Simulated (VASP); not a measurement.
The system is Br.

```
Br
1.0
     3.36325   -2.32255    0.00000
     3.36325    2.32255    0.00000
     0.00000    0.00000    8.70230
Br
4
Direct
  0.36510 0.63490 0.39010
  0.13490 0.86510 0.89010
  0.63490 0.36510 0.60990
  0.86510 0.13490 0.10990
```

* Program: VASP 6.6.1
* Task: relaxation of cell and atoms
* Functional: PBEsol
* Dispersion: D4
* Potentials or basis: VASP PAW PBE potentials, release 64 (Br)
* Cutoff: 600 eV
* k mesh: 7 × 7 × 3
* Occupations: fermi-dirac, width 0.05 eV
* Spin: no spin polarisation

At the start: pressure -0.5 GPa; volume 33.99 Å³/atom.

Question: How do energy, volume and symmetry change on relaxing?

Answer: Over 37 steps the energy falls by 80.5 meV/atom and the volume is 28.49 Å³/atom (-16.2 %); space group Cmce (No. 64, to 0.1 Å) before and after.

The path:
```
step  energy change (eV)  largest force (eV/Å)  pressure (GPa)  volume (Å³)
   1              0.0000                0.7461           -0.47       135.95
   2             -0.0687                0.0986           -2.02       134.01
   3             -0.0722                0.1928           -2.42       133.42
   4             -0.1182                0.1648           -2.31       130.51
   5             -0.2334                0.1042           -1.52       122.00
   6             -0.1492                0.6489            3.19       105.99
   7             -0.2687                0.1309           -0.67       117.56
   8             -0.2742                0.2031           -0.07       114.93
   9             -0.2743                0.1914           -0.12       115.31
  10             -0.2740                0.1810           -0.21       115.65
  11             -0.2791                0.1512           -0.13       115.54
  12             -0.2868                0.1733            0.18       115.25
  13             -0.2830                0.4533            0.89       114.67
  14             -0.2884                0.2544            0.42       115.05
  15             -0.2918                0.2359            0.32       115.17
  16             -0.2998                0.1862            0.03       115.52
  17             -0.3055                0.1188           -0.50       116.20
  18             -0.3096                0.1270           -0.40       115.72
  19             -0.3170                0.1533           -0.03       114.24
  20             -0.3177                0.1665            0.16       113.55
  21             -0.3204                0.0636           -0.10       113.60
  22             -0.3206                0.0512           -0.16       113.61
  23             -0.3215                0.0273            0.04       113.25
  24             -0.3215                0.0207            0.09       113.15
  25             -0.3218                0.0169            0.04       113.33
  26             -0.3218                0.0306           -0.02       113.52
  27             -0.3220                0.0214            0.02       113.59
  28             -0.3221                0.0114            0.06       113.70
  29             -0.3221                0.0109            0.05       113.90
  30             -0.3220                0.0109           -0.13       114.53
  31             -0.3221                0.0103           -0.05       114.17
  32             -0.3222                0.0107           -0.05       114.10
  33             -0.3222                0.0109           -0.03       114.00
  34             -0.3221                0.0109           -0.01       113.95
  35             -0.3222                0.0108            0.00       113.97
  36             -0.3222                0.0108            0.00       113.99
  37             -0.3222                0.0049            0.00       113.97
```

Final structure:
```yaml
crystal:
  lattice:
    - [3.38686, -1.98847, 0.00000]
    - [3.38686, 1.98847, 0.00000]
    - [0.00000, 0.00000, 8.46141]
  atoms:
    - { symbol: Br, position: [0.34115, 0.65885, 0.37951] }
    - { symbol: Br, position: [0.15885, 0.84115, 0.87951] }
    - { symbol: Br, position: [0.65885, 0.34115, 0.62049] }
    - { symbol: Br, position: [0.84115, 0.15885, 0.12049] }
```

Caveat: the volume moved by over 15 % at a fixed basis, so the end points are rough; the PAW data sets were made with another functional, which shifts forces and pressure a little.
